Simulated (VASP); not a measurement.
Runs of VASP 6.6.1 on TiB4. The structure is that of space group P-6m2 (No. 187), or close to it. The cells are those of the table. 

```tsv
task	spin	cell	k mesh	cutoff (eV)	gap on the mesh (eV)	pressure (GPa)	relaxed volume (Å³/atom)	largest force (eV/Å)
relaxation of cell and atoms	off	relaxed from a = 3.082, b = 3.082, c = 5.282 Å, angles 90.0, 90.0, 120.0°, 5 atoms	6 × 6 × 4	600	none	-0.2	(a)	0.02
single point	collinear, ferromagnetic start	a = 3.045, b = 3.045, c = 5.776 Å, angles 90.0, 90.0, 120.0°, 5 atoms	6 × 6 × 4	520	none	0.0	-	(b)
single point	off	a = 3.045, b = 3.045, c = 5.776 Å, angles 90.0, 90.0, 120.0°, 5 atoms	6 × 6 × 4	520	none	0.0	-	0.02
single point	off	a = 3.082, b = 3.082, c = 5.282 Å, angles 90.0, 90.0, 120.0°, 5 atoms	6 × 6 × 4	520	none	90.3	-	38.07
single point	off	a = 3.041, b = 3.041, c = 5.780 Å, angles 90.0, 90.0, 120.0°, 5 atoms	12 × 12 × 8	520	none	0.0	-	0.01
relaxation of cell and atoms	off	relaxed from a = 3.045, b = 3.045, c = 5.776 Å, angles 90.0, 90.0, 120.0°, 5 atoms	12 × 12 × 8	600	none	0.1	9.26	-
```

Alike in all rows: level PBE; potentials or basis VASP PAW PBE potentials, release 64 (Ti_sv, B); smearing gaussian 0.1 eV.

Question: Estimate the missing entries.

Answer: (a) 9.29; (b) 0.03.

Caveats: some runs use coarse meshes; forces of over 1 eV/Å act on the atoms, so gaps and moduli don't describe the material at rest (some runs).

A gap of «none» marks levels without a gap at the run's occupations.
